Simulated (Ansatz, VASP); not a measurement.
# CdSe in VASP and in Ansatz

```xyz
2
Lattice="0.0000 3.1911 3.1911 3.1911 0.0000 3.1911 3.1911 3.1911 0.0000" Properties=species:S:1:pos:R:3 pbc="T T T"
Cd    0.0000    0.0000    0.0000
Se    1.5956    1.5956    1.5956
```

Change from the starting cell: hydrostatic strain +4.0%.

Alike in both runs: task single point; functional r2SCAN; k mesh 8 × 8 × 8; no spin polarisation.

```csv
,VASP,Ansatz
version,VASP 6.6.1,Ansatz 0.2.0
potentials or method,"VASP PAW PBE potentials, release 64 (Cd, Se)","plane waves, PAW"
plane-wave cutoff (eV),520,500
occupations,"gaussian, width 0.01 eV",fixed
valence electrons in the cell,18,36
```

|  | VASP | Ansatz | Ansatz less VASP |
| --- | --- | --- | --- |
| gap on the k mesh at the Fermi level (eV) | 0.76 | 0.77 | +0.012 |
| pressure (GPa) | -4.5 | -4.7 | -0.14 |

VASP's potentials were made for PBE, not for r2SCAN. VASP's potentials hold 18 valence electrons a cell and Ansatz's 36, so a difference there can come from the potentials and not from the codes.
